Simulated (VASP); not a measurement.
Here is a VASP 6.6.1 calculation.

The input INCAR:

```
SYSTEM = As2Se
PREC = Accurate ; ENCUT = 520
EDIFF = 1E-7 ; ISMEAR = 0
SIGMA = 0.3 ; LREAL = .False.
LASPH = .True. ; NELM = 60
ALGO = Normal ; ISIF = 2
LWAVE = .False. ; LCHARG = .True.
GGA = PS ; LELF = .True.
LVHAR = .True. ; NBANDS = 25
```

Contents of KPOINTS:

```
Automatic mesh
0
Gamma
  8 8 8
  0 0 0
```

File POSCAR:

```
As2Se
1.0
   -3.5294180000      3.5294180000      2.6535710000
    3.5294180000     -3.5294180000      2.6535710000
    3.5294180000      3.5294180000     -2.6535710000
As Se
4 2
Direct
    0.8750000000      0.1250000000      0.7500000000
    0.3750000000      0.1250000000      0.2500000000
    0.8750000000      0.6250000000      0.7500000000
    0.8750000000      0.1250000000      0.2500000000
    0.5000000000      0.5000000000      0.0000000000
    0.2500000000      0.7500000000      0.5000000000
```

Potentials or basis: VASP PAW PBE potentials, release 64 (As, Se).

Run with:

```bash
$ cat potpaw_PBE.64/As/POTCAR potpaw_PBE.64/Se/POTCAR > POTCAR
$ mpirun -np 1 vasp_std > vasp.out
```

Task: Estimate the pressure.

Result: -3.2 GPa.

Task: Estimate the band gap on the k mesh.

Result: Zero (band 16 reaches 4.90 eV, above the bottom of band 17 at 4.51 eV).

Stress tensor (GPa, compression positive):
```
-3.01  0.00  0.00
 0.00 -3.01  0.00
 0.00  0.00 -3.64
```

Caveat: the PAW data sets were made with another functional, which shifts forces and pressure a little.
